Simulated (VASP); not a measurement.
# Sr (Fm-3m) in VASP: a series of runs

Runs on Sr. Level: PBE. Tasks: single point.

All numbers are computed with VASP 6.6.1; they aren't measurements. Logs are shortened: lines on timing, memory, paths and dates and some standing lists are left out, and cuts for length are marked.

## 1. The cell of the first run

It takes space group Fm-3m (No. 225, cubic). The conventional cell has a = 5.093 Å, b = 5.093 Å, c = 5.093 Å, α = 90.00°, β = 90.00°, γ = 90.00°. Within 4.7 Å of Sr (site symmetry m-3m) lie 12 Sr at 3.60 Å.

## 2. Single point, PBE (volume scaled by 0.6)

Contents of INCAR:

```
  ALGO = Normal
  EDIFF = 1E-7
  ENCUT = 520
  GGA = PE
  ISIF = 2
  ISMEAR = -1
  LASPH = T
  LCHARG = T
  LELF = T
  LREAL = F
  LVHAR = T
  LWAVE = F
  NBANDS = 11
  NELM = 100
  PREC = Accurate
  SIGMA = 0.08
```

Contents of KPOINTS:

```
k-points
0
Gamma
  12 12 12
```

Contents of POSCAR:

```
Sr
1.0
    0.0000000000      2.5464387042      2.5464387042
    2.5464387042      0.0000000000      2.5464387042
    2.5464387042      2.5464387042      0.0000000000
Sr
1
Direct
    0.0000000000      0.0000000000      0.0000000000
```

Potentials or basis: VASP PAW PBE potentials, release 64 (Sr_sv).

Command:

```
cat potpaw_PBE.64/Sr_sv/POTCAR > POTCAR
mpirun -np 1 vasp_std > vasp.out
```

OUTCAR:

```text
EDIFF = 1E-7
   ENCUT = 520
   GGA = PE
   ISIF = 2
   ISMEAR = -1
   LASPH = T
   LREAL = F
   NELM = 100
   PREC = Accurate

 ion  position               nearest neighbor table
   1  0.000  0.000  0.000-

  LATTYP: Found a face centered cubic cell.
 ALAT       =     5.0928774084

  Lattice vectors:

 A1 = (   0.0000000000,   2.5464387042,   2.5464387042)
 A2 = (   2.5464387042,   0.0000000000,   2.5464387042)
 A3 = (   2.5464387042,   2.5464387042,   0.0000000000)

Analysis of symmetry for initial positions (statically):
=====================================================================
 Subroutine PRICEL returns:
 Original cell was already a primitive cell.

 Routine SETGRP: Setting up the symmetry group for a
 face centered cubic supercell.

 Subroutine GETGRP returns: Found 48 space group operations
 (whereof 48 operations were pure point group operations)
 out of a pool of 48 trial point group operations.

The static configuration has the point symmetry O_h .

Analysis of symmetry for dynamics (positions and initial velocities):
=====================================================================
 Subroutine PRICEL returns:
 Original cell was already a primitive cell.

 Routine SETGRP: Setting up the symmetry group for a
 face centered cubic supercell.

 Subroutine GETGRP returns: Found 48 space group operations
 (whereof 48 operations were pure point group operations)
 out of a pool of 48 trial point group operations.

The dynamic configuration has the point symmetry O_h .

 Subroutine INISYM returns: Found 48 space group operations
 (whereof 48 operations are pure point group operations),
 and found     1 'primitive' translations

----------------------------------------------------------------------------------------

                                     Primitive cell

  volume of cell :      33.0240

  direct lattice vectors                    reciprocal lattice vectors
     0.000000000  2.546438704  2.546438704    -0.196352655  0.196352655  0.196352655
     2.546438704  0.000000000  2.546438704     0.196352655 -0.196352655  0.196352655
     2.546438704  2.546438704  0.000000000     0.196352655  0.196352655 -0.196352655

  length of vectors
     3.601208151  3.601208151  3.601208151     0.340092774  0.340092774  0.340092774

  position of ions in fractional coordinates (direct lattice)
     0.000000000  0.000000000  0.000000000

  ion indices of the primitive-cell ions
   primitive index   ion index
                 1           1

----------------------------------------------------------------------------------------

 KPOINTS: k-points

Automatic generation of k-mesh.
 Grid dimensions read from file:
 generate k-points for:   12   12   12

 Generating k-lattice:

  Cartesian coordinates                     Fractional coordinates (reciprocal lattice)
    -0.016362721  0.016362721  0.016362721     0.083333333  0.000000000  0.000000000
     0.016362721 -0.016362721  0.016362721     0.000000000  0.083333333  0.000000000
     0.016362721  0.016362721 -0.016362721     0.000000000  0.000000000  0.083333333

  Length of vectors
     0.028341065  0.028341065  0.028341065

  Shift w.r.t. Gamma in fractional coordinates (k-lattice)
     0.000000000  0.000000000  0.000000000

 Subroutine IBZKPT returns following result:
 ===========================================

 Found     72 irreducible k-points:

 Following reciprocal coordinates:
            Coordinates               Weight
  0.000000  0.000000  0.000000      1.000000
  0.083333  0.000000  0.000000      8.000000
  0.166667  0.000000  0.000000      8.000000
  0.250000  0.000000  0.000000      8.000000
  0.333333  0.000000  0.000000      8.000000
  0.416667  0.000000  0.000000      8.000000
[... 16 lines left out ...]
  0.500000  0.166667  0.000000     24.000000
 -0.416667  0.166667  0.000000     24.000000
 [... further k-points ...]
   k-points           NKPTS =     72   k-points in BZ     NKDIM =     72   number of bands    NBANDS=     11
   number of dos      NEDOS =    301   number of ions     NIONS =      1
   total plane-waves  NPLWV =  21952
   dimension x,y,z NGX =    28 NGY =   28 NGZ =   28
   dimension x,y,z NGXF=    56 NGYF=   56 NGZF=   56
   ions per type =               1
   NGX,Y,Z   is equivalent  to a cutoff of  12.93, 12.93, 12.93 a.u.
   NGXF,Y,Z  is equivalent  to a cutoff of  25.85, 25.85, 25.85 a.u.
 SYSTEM =  unknown system
   PREC   = accura    normal or accurate (medium, high low for compatibility)
   ISTART =      0    job   : 0-new  1-cont  2-samecut
   ICHARG =      2    charge: 1-file 2-atom 10-const
   ISPIN  =      1    spin polarized calculation?
   LNONCOLLINEAR =      F non collinear calculations
   LSORBIT =      F    spin-orbit coupling
   LASPH  =      T    aspherical Exc in radial PAW
   ENCUT  =  520.0 eV  38.22 Ry    6.18 a.u.   6.70  6.70  6.70*2*pi/ulx,y,z
   NELM   =    100;   NELMIN=  2; NELMDL= -5     # of ELM steps
   EDIFF  = 0.1E-06   stopping-criterion for ELM
   LREAL  =      F    real-space projection
   EDIFFG = 0.1E-05   stopping-criterion for IOM
   NSW    =      0    number of steps for IOM
   IBRION =     -1    ionic relax: 0-MD 1-quasi-New 2-CG
   NFREE  =      0    steps in history (QN), initial steepest desc. (CG)
   ISIF   =      2    stress and relaxation
   ISYM   =      2    0-nonsym 1-usesym 2-fastsym
   POTIM  = 0.5000    time-step for ionic-motion
   TEBEG  =    0.0;   TEEND  =   0.0 temperature during run
   PSTRESS=    0.0 pullay stress
   NELECT =      10.0000    total number of electrons
   NUPDOWN=      -1.0000    fix difference up-down
   EMIN   =  10.00;   EMAX   =-10.00  energy-range for DOS
   EFERMI =   0.00;   METHOD = LEGACY
   ISMEAR =    -1;   SIGMA  =   0.08  broadening in eV -4-tet -1-fermi 0-gaus
   EFERMI_NEDOS =   21; number of points for ismear=-14 and -15
   IALGO  =     38    algorithm
   IMIX   =      4    mixing-type and parameters
     AMIX     =   0.40;   BMIX     =  1.00
     AMIX_MAG =   1.60;   BMIX_MAG =  1.00
  volume/ion in A,a.u.               =      33.02       222.86
  Fermi-wavevector in a.u.,A,eV,Ry     =   1.099339  2.077449 16.443268  1.208546
  Thomas-Fermi vector in A             =   2.235732
   LORBIT       =      0    0 simple, 1 ext, 2 COOP (PROOUT), +10 PAW based schemes
   GGA     = PE    functional components
   LHFCALC =     F    Hartree Fock is set to
   AEXX    =    0.0000 exact exchange contribution
   IVDW    =     0    specifies the selected vdW correction
   LEPSILON=     F    determine dielectric tensor
   LRPA    =     F    only Hartree local field effects (RPA)
 non-spin polarized calculation
  energy-cutoff  :      520.00
  volume of cell :       33.02
 maximum number of plane-waves:       911
   NGX = 13   NGY = 13   NGZ = 13

 number of electron      10.0000000 magnetization

 Free energy of the ion-electron system (eV)
  ---------------------------------------------------
  ext. energy  EPLUGINS =         0.00000000
  ---------------------------------------------------
  free energy    TOTEN  =        -1.01228342 eV

  energy without entropy =       -0.99133305  energy(sigma->0) =       -1.00180823

 E-fermi :   3.6509     XC(G=0):  -9.0913

 val. band max:        3.6475748573   @ k =  -0.3333   0.3333   0.0000
 cond. band min:       3.6821955574   @ k =   0.5000   0.4167   0.0833
 fundamental gap:      0.0346207000
 Fermi energy:         3.6509101456

 k-point     1 :       0.0000    0.0000    0.0000
  band No.  band energies     occupation
      1     -32.1295      2.00000
      2     -13.7005      2.00000
      3     -13.7005      2.00000
      4     -13.7005      2.00000
      5      -0.4955      2.00000
      6       6.5609      0.00000
      7       6.5609      0.00000
      8       6.5609      0.00000
      9       9.0603      0.00000
     10       9.0603      0.00000
     11      12.5491      0.00000

 k-point     2 :       0.0833    0.0000    0.0000
  band No.  band energies     occupation
      1     -32.1209      2.00000
      2     -13.7764      2.00000
      3     -13.7091      2.00000
      4     -13.7091      2.00000
      5      -0.3003      2.00000
      6       6.2937      0.00000
      7       6.6531      0.00000
      8       6.6531      0.00000
      9       8.9161      0.00000
     10       8.9161      0.00000
     11      13.0350      0.00000

 k-point     3 :       0.1667    0.0000    0.0000
  band No.  band energies     occupation
      1     -32.0971      2.00000
      2     -13.9776      2.00000
      3     -13.7324      2.00000
      4     -13.7324      2.00000
      5       0.2392      2.00000
      6       5.7275      0.00000
      7       6.8300      0.00000
      8       6.8300      0.00000
      9       8.7111      0.00000
     10       8.7111      0.00000
     11      13.5131      0.00000

 k-point     4 :       0.2500    0.0000    0.0000
  band No.  band energies     occupation
      1     -32.0645      2.00000
      2     -14.2393      2.00000
      3     -13.7640      2.00000
      4     -13.7640      2.00000
      5       0.9852      2.00000
      6       5.2074      0.00000
      7       6.8103      0.00000
      8       6.8103      0.00000
      9       8.9207      0.00000
     10       8.9207      0.00000
     11      12.7297      0.00000

 k-point     5 :       0.3333    0.0000    0.0000
  band No.  band energies     occupation
      1     -32.0315      2.00000
      2     -14.4880      2.00000
      3     -13.7951      2.00000
      4     -13.7951      2.00000
      5       1.7053      2.00000
      6       4.9514      0.00000
      7       6.5742      0.00000
      8       6.5742      0.00000
      9       9.6307      0.00000
     10       9.6307      0.00000
     11      12.1693      0.00000

 k-point     6 :       0.4167    0.0000    0.0000
  band No.  band energies     occupation
      1     -32.0071      2.00000
      2     -14.6628      2.00000
      3     -13.8177      2.00000
      4     -13.8177      2.00000
      5       2.1467      2.00000
      6       5.0114      0.00000
      7       6.3574      0.00000
      8       6.3574      0.00000
      9      10.4775      0.00000
     10      10.4775      0.00000
     11      12.0525      0.00000

 k-point     7 :       0.5000    0.0000    0.0000
  band No.  band energies     occupation
      1     -31.9982      2.00000
      2     -14.7255      2.00000
      3     -13.8259      2.00000
      4     -13.8259      2.00000
      5       2.2715      2.00000
      6       5.1124      0.00000
      7       6.2760      0.00000
      8       6.2760      0.00000
      9      10.9021      0.00000
     10      10.9021      0.00000
     11      12.2386      0.00000

 k-point     8 :       0.0833    0.0833    0.0000
  band No.  band energies     occupation
      1     -32.1180      2.00000
      2     -13.7755      2.00000
      3     -13.7250      2.00000
      4     -13.7250      2.00000
      5      -0.2356      2.00000
      6       6.1792      0.00000
      7       6.7099      0.00000
      8       6.7099      0.00000
      9       8.5548      0.00000
     10       9.1597      0.00000
     11      13.2092      0.00000
[... 141 lines left out ...]
 k-point    19 :       0.1667    0.1667    0.0000
  band No.  band energies     occupation
      1     -32.0864      2.00000
      2     -13.9702      2.00000
      3     -13.7911      2.00000
      4     -13.7911      2.00000
      5       0.4767      2.00000
      6       5.3750      0.00000
      7       7.1558      0.00000
      8       7.1558      0.00000
      9       7.4070      0.00000
     10       9.4452      0.00000
     11      14.8357      0.00000

 k-point    20 :       0.2500    0.1667    0.0000
  band No.  band energies     occupation
      1     -32.0618      2.00000
      2     -14.1374      2.00000
      3     -13.8322      2.00000
      4     -13.8268      2.00000
      5       1.0398      2.00000
      6       4.9550      0.00000
      7       6.6159      0.00000
      8       7.3966      0.00000
      9       7.7773      0.00000
     10       9.6637      0.00000
     11      14.8599      0.00000

 k-point    21 :       0.3333    0.1667    0.0000
  band No.  band energies     occupation
      1     -32.0319      2.00000
      2     -14.3427      2.00000
      3     -13.8732      2.00000
      4     -13.8666      2.00000
      5       1.7538      2.00000
      6       4.6421      0.00001
      7       6.0006      0.00000
      8       7.3782      0.00000
      9       8.6085      0.00000
     10      10.1585      0.00000
     11      14.0809      0.00000

 k-point    22 :       0.4167    0.1667    0.0000
  band No.  band energies     occupation
      1     -32.0047      2.00000
      2     -14.5184      2.00000
      3     -13.9308      2.00000
      4     -13.8855      2.00000
      5       2.4184      2.00000
      6       4.4830      0.00006
      7       5.6732      0.00000
      8       7.1641      0.00000
      9       9.6190      0.00000
     10      10.8051      0.00000
     11      13.4133      0.00000

 k-point    23 :       0.5000    0.1667    0.0000
  band No.  band energies     occupation
      1     -31.9876      2.00000
      2     -14.6213      2.00000
      3     -13.9848      2.00000
      4     -13.8841      2.00000
      5       2.8308      1.99993
      6       4.4141      0.00014
      7       5.6909      0.00000
      8       6.9535      0.00000
      9      10.5819      0.00000
     10      10.9819      0.00000
     11      12.8619      0.00000

 k-point    24 :      -0.4167    0.1667    0.0000
  band No.  band energies     occupation
      1     -31.9854      2.00000
      2     -14.6301      2.00000
      3     -14.0188      2.00000
      4     -13.8629      2.00000
      5       2.9308      1.99975
      6       4.4663      0.00007
      7       5.6773      0.00000
      8       6.8599      0.00000
      9      10.3228      0.00000
     10      11.2426      0.00000
     11      12.8169      0.00000

 [... further k-points ...]
[... 5 lines left out ...]
  --------------------------------------------------------------------------------------
  -------------------------------------------------------------------------------------
  Total        2.6905100      2.6905100      2.6905100     -0.0000000     -0.0000000     -0.0000000
  in kB      130.5315559    130.5315559    130.5315559     -0.0000000     -0.0000000     -0.0000000
  external PRESSURE =     130.5315559 kB  Pullay stress =       0.0000000 kB

 VOLUME and BASIS-vectors are now :
 -----------------------------------------------------------------------------
  energy-cutoff  :      520.00
  volume of cell :       33.02
      direct lattice vectors                 reciprocal lattice vectors
     0.000000000  2.546438704  2.546438704    -0.196352655  0.196352655  0.196352655
     2.546438704  0.000000000  2.546438704     0.196352655 -0.196352655  0.196352655
     2.546438704  2.546438704  0.000000000     0.196352655  0.196352655 -0.196352655

 POSITION                                       TOTAL-FORCE (eV/Angst)
 -----------------------------------------------------------------------------------
      0.00000      0.00000      0.00000         0.000000     -0.000000      0.000000
 -----------------------------------------------------------------------------------
    total drift:                               -0.000000     -0.000000     -0.000000

  FREE ENERGIE OF THE ION-ELECTRON SYSTEM (eV)
  ---------------------------------------------------
  free  energy   TOTEN  =        -1.0122834159 eV

  energy  without entropy=       -0.9913330534  energy(sigma->0) =       -1.00180823
```

Wall time 12 s (1 thread of Intel Xeon 6975P-C (Granite Rapids), shared host); peak memory 0.17 GiB.

Results:

```yaml
Free_energy: -1.0123 eV
Pressure: 13.1 GPa
Band_gap_on_the_k_mesh: zero (band 5 reaches 3.73 eV, above the bottom of band 6 at 3.39 eV)
```

## 3. Single point, PBE (volume scaled by 0.6)

Contents of INCAR:

```
SYSTEM = Sr
  PREC = Accurate
  ENCUT = 520
  EDIFF = 1E-7
  ISMEAR = -1
  SIGMA = 0.08
  LREAL = .FALSE.
  LASPH = .TRUE.
  NELM = 60
  ALGO = Normal
  ISIF = 2
  LWAVE = .FALSE.
  LCHARG = .TRUE.
  GGA = PE
  LELF = .TRUE.
  LVHAR = .TRUE.
  NBANDS = 11
```

Contents of KPOINTS:

```
regular mesh
0
G
  12 12 12
  0 0 0
```

POSCAR is that of step 2.

Potentials or basis: VASP PAW PBE potentials, release 64 (Sr_sv).

Command:

```
cat potpaw_PBE.64/Sr_sv/POTCAR > POTCAR
mpirun -np 1 vasp_std > vasp.out
```

Wall time 11 s (1 thread of Intel Xeon 6975P-C (Granite Rapids), shared host); peak memory 0.17 GiB.

It converged, with:

```yaml
Free_energy: -1.0123 eV
Pressure: 13.1 GPa
Band_gap_on_the_k_mesh: zero (band 5 reaches 3.73 eV, above the bottom of band 6 at 3.39 eV)
```

Levels at points of the mesh, in eV from the Fermi level:
| k point | band 1 | band 2 | band 3 | band 4 | band 5 | band 6 | band 7 | band 8 | band 9 | band 10 |
| --- | --- | --- | --- | --- | --- | --- | --- | --- | --- | --- |
| (0.00, 0.00, 0.00) | -35.78 | -17.35 | -17.35 | -17.35 | -4.15 | 2.91 | 2.91 | 2.91 | 5.41 | 5.41 |
| (0.50, 0.00, 0.00) | -35.65 | -18.38 | -17.48 | -17.48 | -1.38 | 1.46 | 2.63 | 2.63 | 7.25 | 7.25 |
| (0.50, 0.50, 0.00) | -35.61 | -18.30 | -17.70 | -17.70 | -1.39 | -0.26 | 3.11 | 7.29 | 7.82 | 7.82 |
